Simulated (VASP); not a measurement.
The system is Si2Bi2S.

```
Si Bi S
1.0
     3.35787    0.00000    0.00000
    -1.67894    2.90800    0.00000
     0.00000    0.00000   13.55276
Si Bi S
2 2 1
Direct
  0.00000 0.00000 0.34437
  0.00000 0.00000 0.65563
  0.00000 0.00000 0.11532
  0.00000 0.00000 0.88468
  0.00000 0.00000 0.50000
```

The cell was generated, and may not be a known phase.

- Program: VASP 6.6.1
- Task: relaxation of cell and atoms
- Functional: PBE
- Potentials or basis: VASP PAW PBE potentials, release 64 (Si, Bi_d, S)
- Cutoff: 600 eV
- k mesh: 12 × 12 × 4
- Occupations: gaussian, width 0.1 eV
- Spin: no spin polarisation

At the start: pressure 0.3 GPa; volume 26.47 Å³/atom.

Problem. Where does the relaxation end?

Solution. Over 24 steps the energy falls by 9.1 meV/atom and the volume is 27.24 Å³/atom (+2.9 %); space group P6/mmm (No. 191, to 0.1 Å) before and after.

Step by step:
```
step  energy change (eV)  largest force (eV/Å)  pressure (GPa)  volume (Å³)
   1              0.0000                0.1883            0.31       132.34
   2             -0.0131                0.4014           -0.40       133.30
   3             -0.0140                0.4360           -0.57       133.56
   4             -0.0230                0.3508           -0.40       133.30
   5             -0.0315                0.1754           -0.02       132.79
   6             -0.0317                0.1439            0.03       132.70
   7             -0.0350                0.0945            0.33       132.75
   8             -0.0352                0.0898            0.39       132.77
   9             -0.0373                0.0958            0.24       133.54
  10             -0.0391                0.1047           -0.11       135.25
  11             -0.0413                0.0916           -0.22       135.70
  12             -0.0424                0.1795           -0.43       136.46
  13             -0.0433                0.1607           -0.38       136.47
  14             -0.0448                0.1144           -0.21       136.48
  15             -0.0441                0.1039            0.15       136.51
  16             -0.0451                0.0817           -0.09       136.49
  17             -0.0454                0.0597           -0.06       136.42
  18             -0.0456                0.0221            0.02       136.25
  19             -0.0456                0.0243            0.03       136.26
  20             -0.0456                0.0141            0.01       136.26
  21             -0.0457                0.0126           -0.01       136.25
  22             -0.0457                0.0126           -0.01       136.25
  23             -0.0457                0.0104            0.00       136.23
  24             -0.0457                0.0065            0.01       136.19
```

Final structure:
```
CELL_PARAMETERS angstrom
3.34579 0.00000 0.00000
-1.67290 2.89754 0.00000
0.00000 0.00000 14.04841
ATOMIC_POSITIONS crystal
Si 0.00000 0.00000 0.35063
Si 0.00000 0.00000 0.64937
Bi 0.00000 0.00000 0.11189
Bi 0.00000 0.00000 0.88811
S 0.00000 0.00000 0.50000
```

Caveat: the highest band is partly filled, so the run has too few bands.
